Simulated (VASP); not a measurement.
# Pb (Fm-3m) in VASP: further runs

The runs below take Pb through single point, with PBE.

Program: VASP 6.6.1. These are calculated values, not measurements. Logs are shortened: lines on timing, memory, paths and dates and some standing lists are left out, and cuts for length are marked.

**1. The cell of the first run**

The structure is cubic, space group Fm-3m (No. 225). Conventional cell: a = 4.940 Å, b = 4.940 Å, c = 4.940 Å, α = 90.00°, β = 90.00°, γ = 90.00°. Pb (site symmetry m-3m) has 12 Pb at 3.49 Å within 4.6 Å.

**2. Single point, PBE**

INCAR

```
PREC = Accurate
ENCUT = 520
EDIFF = 1E-6
ISMEAR = 0
SIGMA = 0.15
LREAL = False
LASPH = True
NELM = 60
ALGO = Normal
ISIF = 2
LWAVE = False
LCHARG = False
GGA = PE
NBANDS = 13
```

KPOINTS

```
Automatic mesh
0
Gamma
  16 16 16
```

POSCAR

```
Pb
1.0
    0.0000000000      2.4698000000      2.4698000000
    2.4698000000      0.0000000000      2.4698000000
    2.4698000000      2.4698000000      0.0000000000
Pb
1
Direct
    0.0000000000      0.0000000000      0.0000000000
```

Potentials or basis: VASP PAW PBE potentials, release 64 (Pb_d).

Command:

```sh
> cat potpaw_PBE.64/Pb_d/POTCAR > POTCAR
> mpirun -np 1 vasp_std > vasp.out
```

OUTCAR:

```text
PREC = Accurate
   ENCUT = 520
   EDIFF = 1E-6
   ISMEAR = 0
   LREAL = False
   LASPH = True
   NELM = 60
   ISIF = 2
   GGA = PE

 ion  position               nearest neighbor table
   1  0.000  0.000  0.000-

  LATTYP: Found a face centered cubic cell.
 ALAT       =     4.9396000000

  Lattice vectors:

 A1 = (   0.0000000000,   2.4698000000,   2.4698000000)
 A2 = (   2.4698000000,   0.0000000000,   2.4698000000)
 A3 = (   2.4698000000,   2.4698000000,   0.0000000000)

Analysis of symmetry for initial positions (statically):
=====================================================================
 Subroutine PRICEL returns:
 Original cell was already a primitive cell.

 Routine SETGRP: Setting up the symmetry group for a
 face centered cubic supercell.

 Subroutine GETGRP returns: Found 48 space group operations
 (whereof 48 operations were pure point group operations)
 out of a pool of 48 trial point group operations.

The static configuration has the point symmetry O_h .

Analysis of symmetry for dynamics (positions and initial velocities):
=====================================================================
 Subroutine PRICEL returns:
 Original cell was already a primitive cell.

 Routine SETGRP: Setting up the symmetry group for a
 face centered cubic supercell.

 Subroutine GETGRP returns: Found 48 space group operations
 (whereof 48 operations were pure point group operations)
 out of a pool of 48 trial point group operations.

The dynamic configuration has the point symmetry O_h .

 Subroutine INISYM returns: Found 48 space group operations
 (whereof 48 operations are pure point group operations),
 and found     1 'primitive' translations

----------------------------------------------------------------------------------------

                                     Primitive cell

  volume of cell :      30.1311

  direct lattice vectors                    reciprocal lattice vectors
     0.000000000  2.469800000  2.469800000    -0.202445542  0.202445542  0.202445542
     2.469800000  0.000000000  2.469800000     0.202445542 -0.202445542  0.202445542
     2.469800000  2.469800000  0.000000000     0.202445542  0.202445542 -0.202445542

  length of vectors
     3.492824656  3.492824656  3.492824656     0.350645965  0.350645965  0.350645965

  position of ions in fractional coordinates (direct lattice)
     0.000000000  0.000000000  0.000000000

  ion indices of the primitive-cell ions
   primitive index   ion index
                 1           1

----------------------------------------------------------------------------------------

 KPOINTS: Automatic mesh

Automatic generation of k-mesh.
 Grid dimensions read from file:
 generate k-points for:   16   16   16

 Generating k-lattice:

  Cartesian coordinates                     Fractional coordinates (reciprocal lattice)
    -0.012652846  0.012652846  0.012652846     0.062500000  0.000000000  0.000000000
     0.012652846 -0.012652846  0.012652846     0.000000000  0.062500000  0.000000000
     0.012652846  0.012652846 -0.012652846     0.000000000  0.000000000  0.062500000

  Length of vectors
     0.021915373  0.021915373  0.021915373

  Shift w.r.t. Gamma in fractional coordinates (k-lattice)
     0.000000000  0.000000000  0.000000000

 Subroutine IBZKPT returns following result:
 ===========================================

 Found    145 irreducible k-points:

 Following reciprocal coordinates:
            Coordinates               Weight
  0.000000  0.000000  0.000000      1.000000
  0.062500  0.000000  0.000000      8.000000
  0.125000  0.000000  0.000000      8.000000
  0.187500  0.000000  0.000000      8.000000
  0.250000  0.000000  0.000000      8.000000
  0.312500  0.000000  0.000000      8.000000
[... 16 lines left out ...]
 -0.125000  0.062500  0.000000     24.000000
 -0.062500  0.062500  0.000000     12.000000
 [... further k-points ...]
   k-points           NKPTS =    145   k-points in BZ     NKDIM =    145   number of bands    NBANDS=     13
   number of dos      NEDOS =    301   number of ions     NIONS =      1
   total plane-waves  NPLWV =  21952
   dimension x,y,z NGX =    28 NGY =   28 NGZ =   28
   dimension x,y,z NGXF=    56 NGYF=   56 NGZF=   56
   ions per type =               1
   NGX,Y,Z   is equivalent  to a cutoff of  13.33, 13.33, 13.33 a.u.
   NGXF,Y,Z  is equivalent  to a cutoff of  26.65, 26.65, 26.65 a.u.
 SYSTEM =  unknown system
   PREC   = accura    normal or accurate (medium, high low for compatibility)
   ISTART =      0    job   : 0-new  1-cont  2-samecut
   ICHARG =      2    charge: 1-file 2-atom 10-const
   ISPIN  =      1    spin polarized calculation?
   LNONCOLLINEAR =      F non collinear calculations
   LSORBIT =      F    spin-orbit coupling
   LASPH  =      T    aspherical Exc in radial PAW
   ENCUT  =  520.0 eV  38.22 Ry    6.18 a.u.   6.49  6.49  6.49*2*pi/ulx,y,z
   NELM   =     60;   NELMIN=  2; NELMDL= -5     # of ELM steps
   EDIFF  = 0.1E-05   stopping-criterion for ELM
   LREAL  =      F    real-space projection
   EDIFFG = 0.1E-04   stopping-criterion for IOM
   NSW    =      0    number of steps for IOM
   IBRION =     -1    ionic relax: 0-MD 1-quasi-New 2-CG
   NFREE  =      0    steps in history (QN), initial steepest desc. (CG)
   ISIF   =      2    stress and relaxation
   ISYM   =      2    0-nonsym 1-usesym 2-fastsym
   POTIM  = 0.5000    time-step for ionic-motion
   TEBEG  =    0.0;   TEEND  =   0.0 temperature during run
   PSTRESS=    0.0 pullay stress
   NELECT =      14.0000    total number of electrons
   NUPDOWN=      -1.0000    fix difference up-down
   EMIN   =  10.00;   EMAX   =-10.00  energy-range for DOS
   EFERMI =   0.00;   METHOD = LEGACY
   ISMEAR =     0;   SIGMA  =   0.15  broadening in eV -4-tet -1-fermi 0-gaus
   EFERMI_NEDOS =   21; number of points for ismear=-14 and -15
   IALGO  =     38    algorithm
   IMIX   =      4    mixing-type and parameters
     AMIX     =   0.40;   BMIX     =  1.00
     AMIX_MAG =   1.60;   BMIX_MAG =  1.00
  volume/ion in A,a.u.               =      30.13       203.33
  Fermi-wavevector in a.u.,A,eV,Ry     =   1.267980  2.396135 21.875082  1.607773
  Thomas-Fermi vector in A             =   2.401099
   LORBIT       =      0    0 simple, 1 ext, 2 COOP (PROOUT), +10 PAW based schemes
   GGA     = PE    functional components
   LHFCALC =     F    Hartree Fock is set to
   AEXX    =    0.0000 exact exchange contribution
   IVDW    =     0    specifies the selected vdW correction
   LEPSILON=     F    determine dielectric tensor
   LRPA    =     F    only Hartree local field effects (RPA)
 non-spin polarized calculation
 Gauss-broadening in eV      SIGMA  =   0.15
  energy-cutoff  :      520.00
  volume of cell :       30.13
 maximum number of plane-waves:       869
 NGX is ok and might be reduce to    28
   NGX = 13   NGY = 13   NGZ = 13

 number of electron      13.9999999 magnetization

 Free energy of the ion-electron system (eV)
  ---------------------------------------------------
  ext. energy  EPLUGINS =         0.00000000
  ---------------------------------------------------
  free energy    TOTEN  =        -3.55342383 eV

  energy without entropy =       -3.54860622  energy(sigma->0) =       -3.55101503

 E-fermi :   7.4115     XC(G=0): -10.2156

 val. band max:        7.4035411396   @ k =  -0.4375   0.3750   0.1875
 cond. band min:       7.4640053960   @ k =  -0.3125   0.3125   0.1250
 fundamental gap:      0.0604642564
 Fermi energy:         7.4114597483

 k-point     1 :       0.0000    0.0000    0.0000
  band No.  band energies     occupation
      1      -9.7257      2.00000
      2      -9.7257      2.00000
      3      -9.7257      2.00000
      4      -9.5831      2.00000
      5      -9.5831      2.00000
      6      -4.4448      2.00000
      7      14.8212      0.00000
      8      14.8212      0.00000
      9      14.8212      0.00000
     10      17.1203      0.00000
     11      18.7742      0.00000
     12      19.8840      0.00000
     13      19.8840      0.00000

 k-point     2 :       0.0625    0.0000    0.0000
  band No.  band energies     occupation
      1      -9.7257      2.00000
      2      -9.7198      2.00000
      3      -9.7198      2.00000
      4      -9.5835      2.00000
      5      -9.5835      2.00000
      6      -4.3691      2.00000
      7      13.8595      0.00000
      8      14.7246      0.00000
      9      14.7246      0.00000
     10      16.9333      0.00000
     11      19.2075      0.00000
     12      20.0551      0.00000
     13      20.0551      0.00000

 k-point     3 :       0.1250    0.0000    0.0000
  band No.  band energies     occupation
      1      -9.7266      2.00000
      2      -9.7054      2.00000
      3      -9.7054      2.00000
      4      -9.5824      2.00000
      5      -9.5824      2.00000
      6      -4.1417      2.00000
      7      12.0021      0.00000
      8      14.4706      0.00000
      9      14.4706      0.00000
     10      16.6866      0.00000
     11      19.8964      0.00000
     12      20.5038      0.00000
     13      20.5039      0.00000
[... 305 lines left out ...]
 k-point    23 :      -0.1250    0.0625    0.0000
  band No.  band energies     occupation
      1      -9.7300      2.00000
      2      -9.6968      2.00000
      3      -9.6917      2.00000
      4      -9.5940      2.00000
      5      -9.5678      2.00000
      6      -3.9649      2.00000
      7      11.3059      0.00000
      8      13.1951      0.00000
      9      14.8374      0.00000
     10      16.9622      0.00000
     11      19.5330      0.00000
     12      19.9624      0.00000
     13      20.1260      0.00000

 k-point    24 :      -0.0625    0.0625    0.0000
  band No.  band energies     occupation
      1      -9.7284      2.00000
      2      -9.7127      2.00000
      3      -9.7064      2.00000
      4      -9.5899      2.00000
      5      -9.5777      2.00000
      6      -4.2428      2.00000
      7      13.0092      0.00000
      8      13.8479      0.00000
      9      14.9039      0.00000
     10      16.9198      0.00000
     11      19.3583      0.00000
     12      19.9683      0.00000
     13      20.7083      0.00000

 [... further k-points ...]
[... 5 lines left out ...]
  --------------------------------------------------------------------------------------
  -------------------------------------------------------------------------------------
  Total        0.4894106      0.4894106      0.4894106      0.0000000      0.0000000     -0.0000000
  in kB       26.0236748     26.0236748     26.0236748      0.0000000      0.0000000     -0.0000000
  external PRESSURE =      26.0236748 kB  Pullay stress =       0.0000000 kB

 VOLUME and BASIS-vectors are now :
 -----------------------------------------------------------------------------
  energy-cutoff  :      520.00
  volume of cell :       30.13
      direct lattice vectors                 reciprocal lattice vectors
     0.000000000  2.469800000  2.469800000    -0.202445542  0.202445542  0.202445542
     2.469800000  0.000000000  2.469800000     0.202445542 -0.202445542  0.202445542
     2.469800000  2.469800000  0.000000000     0.202445542  0.202445542 -0.202445542

 POSITION                                       TOTAL-FORCE (eV/Angst)
 -----------------------------------------------------------------------------------
      0.00000      0.00000      0.00000         0.000000     -0.000000     -0.000000
 -----------------------------------------------------------------------------------
    total drift:                               -0.000000     -0.000000     -0.000000

  FREE ENERGIE OF THE ION-ELECTRON SYSTEM (eV)
  ---------------------------------------------------
  free  energy   TOTEN  =        -3.5534238347 eV

  energy  without entropy=       -3.5486062220  energy(sigma->0) =       -3.55101503
```

Run time: 45 s. Hardware: 1 thread of AMD EPYC 9R45 (Zen 5), shared host; peak memory 0.15 GiB.

What came out:

| Quantity | Value |
| --- | --- |
| Free energy | -3.5534 eV |
| Pressure | 2.6 GPa |
| Band gap on the k mesh | zero (band 7 reaches 14.82 eV, above the bottom of band 8 at 5.65 eV) |

Caveat: spin-orbit coupling is left out, which moves the levels of the heavy elements.

**3. Single point, PBE**

INCAR

```
PREC = Accurate
ENCUT = 520
EDIFF = 1E-7
ISMEAR = 0
SIGMA = 0.15
LREAL = F
LASPH = T
NELM = 60
ALGO = Fast
ISIF = 2
LWAVE = F
LCHARG = F
GGA = PE
NBANDS = 13
```

KPOINTS

```
regular mesh
0
Gamma
  18 18 18
```

POSCAR is that of step 2.

Potentials or basis: VASP PAW PBE potentials, release 64 (Pb_d).

Command:

```sh
> cat potpaw_PBE.64/Pb_d/POTCAR > POTCAR
> mpirun -np 1 vasp_std > vasp.out
```

OUTCAR:

```text
PREC = Accurate
   ENCUT = 520
   EDIFF = 1E-7
   ISMEAR = 0
   LREAL = F
   LASPH = T
   NELM = 60
   ISIF = 2
   GGA = PE

 ion  position               nearest neighbor table
   1  0.000  0.000  0.000-

  LATTYP: Found a face centered cubic cell.
 ALAT       =     4.9396000000

  Lattice vectors:

 A1 = (   0.0000000000,   2.4698000000,   2.4698000000)
 A2 = (   2.4698000000,   0.0000000000,   2.4698000000)
 A3 = (   2.4698000000,   2.4698000000,   0.0000000000)

Analysis of symmetry for initial positions (statically):
=====================================================================
 Subroutine PRICEL returns:
 Original cell was already a primitive cell.

 Routine SETGRP: Setting up the symmetry group for a
 face centered cubic supercell.

 Subroutine GETGRP returns: Found 48 space group operations
 (whereof 48 operations were pure point group operations)
 out of a pool of 48 trial point group operations.

The static configuration has the point symmetry O_h .

Analysis of symmetry for dynamics (positions and initial velocities):
=====================================================================
 Subroutine PRICEL returns:
[... 161 lines left out ...]
 fundamental gap:      0.0052366992
 Fermi energy:         7.4031831607

 k-point     1 :       0.0000    0.0000    0.0000
  band No.  band energies     occupation
      1      -9.7235      2.00000
      2      -9.7235      2.00000
      3      -9.7235      2.00000
      4      -9.5811      2.00000
      5      -9.5811      2.00000
      6      -4.4438      2.00000
      7      14.8221      0.00000
      8      14.8221      0.00000
      9      14.8221      0.00000
     10      17.1208      0.00000
     11      18.7761      0.00000
     12      19.8846      0.00000
     13      19.8846      0.00000
[... 354 lines left out ...]
  band No.  band energies     occupation
      1      -9.7310      2.00000
      2      -9.6840      2.00000
      3      -9.6816      2.00000
      4      -9.5688      2.00000
      5      -9.5334      2.00000
      6      -3.2706      2.00000
      7       8.4205      0.00000
      8      12.7501      0.00000
      9      14.3024      0.00000
     10      16.7760      0.00000
     11      18.5047      0.00000
     12      19.4168      0.00000
     13      21.0850      0.00000

 [... further k-points ...]
[... 5 lines left out ...]
  --------------------------------------------------------------------------------------
  -------------------------------------------------------------------------------------
  Total        0.4899074      0.4899074      0.4899074      0.0000000     -0.0000000     -0.0000000
  in kB       26.0500889     26.0500889     26.0500889      0.0000000     -0.0000000     -0.0000000
  external PRESSURE =      26.0500889 kB  Pullay stress =       0.0000000 kB

 VOLUME and BASIS-vectors are now :
 -----------------------------------------------------------------------------
  energy-cutoff  :      520.00
  volume of cell :       30.13
      direct lattice vectors                 reciprocal lattice vectors
     0.000000000  2.469800000  2.469800000    -0.202445542  0.202445542  0.202445542
     2.469800000  0.000000000  2.469800000     0.202445542 -0.202445542  0.202445542
     2.469800000  2.469800000  0.000000000     0.202445542  0.202445542 -0.202445542

 POSITION                                       TOTAL-FORCE (eV/Angst)
 -----------------------------------------------------------------------------------
      0.00000      0.00000      0.00000         0.000000      0.000000     -0.000000
 -----------------------------------------------------------------------------------
    total drift:                                0.000000      0.000000     -0.000000

  FREE ENERGIE OF THE ION-ELECTRON SYSTEM (eV)
  ---------------------------------------------------
  free  energy   TOTEN  =        -3.5492418247 eV

  energy  without entropy=       -3.5409716967  energy(sigma->0) =       -3.54510676
```

stdout:

```text
POSCAR found type information on POSCAR Pb
 POSCAR found :  1 types and       1 ions
 scaLAPACK will be used
 LDA part: xc-table for (Slater+PW92), standard interpolation
 POSCAR, INCAR and KPOINTS ok, starting setup
 FFT: planning ... GRIDC
 FFT: planning ... GRID_SOFT
 FFT: planning ... GRID
 WAVECAR not read
 entering main loop
WARNING in EDDRMM: call to ZHEGV failed, returncode =   8  4     13
WARNING in EDDRMM: call to ZHEGV failed, returncode =   6  3     12
WARNING in EDDRMM: call to ZHEGV failed, returncode =   8  4     12
WARNING in EDDRMM: call to ZHEGV failed, returncode =   8  4     13
WARNING in EDDRMM: call to ZHEGV failed, returncode =   8  4     12
WARNING in EDDRMM: call to ZHEGV failed, returncode =   8  4     11
WARNING in EDDRMM: call to ZHEGV failed, returncode =   6  3     11
WARNING in EDDRMM: call to ZHEGV failed, returncode =   6  3     12
WARNING in EDDRMM: call to ZHEGV failed, returncode =   6  3     12
WARNING in EDDRMM: call to ZHEGV failed, returncode =   6  3     12
WARNING in EDDRMM: call to ZHEGV failed, returncode =   6  3     13
WARNING in EDDRMM: call to ZHEGV failed, returncode =   6  3     13
WARNING in EDDRMM: call to ZHEGV failed, returncode =   6  3     13
WARNING in EDDRMM: call to ZHEGV failed, returncode =   6  3     13
WARNING in EDDRMM: call to ZHEGV failed, returncode =   8  4     12
WARNING in EDDRMM: call to ZHEGV failed, returncode =   8  4     12
```

It took 1.7 min on 1 thread of AMD EPYC 9R45 (Zen 5), shared host; peak memory 0.17 GiB.

What came out:

```
Free energy            : -3.5492 eV
Pressure               : 2.6 GPa
Band gap on the k mesh : zero (band 7 reaches 14.82 eV, above the bottom of band 8 at 5.80 eV)
```

Levels at points of the mesh, in eV from the Fermi level:
```csv
k point,band 3,band 4,band 5,band 6,band 7,band 8,band 9,band 10,band 11,band 12
"(0.00, 0.00, 0.00)",-17.13,-16.98,-16.98,-11.85,7.42,7.42,7.42,9.72,11.37,12.48
"(0.50, 0.00, 0.00)",-17.12,-16.85,-16.85,-8.18,-4.29,5.57,5.57,9.20,9.47,11.19
"(0.50, 0.50, 0.00)",-16.86,-16.81,-16.81,-6.76,-3.35,2.01,2.01,5.35,6.62,18.24
```

Caveat: spin-orbit coupling is left out, which moves the levels of the heavy elements.
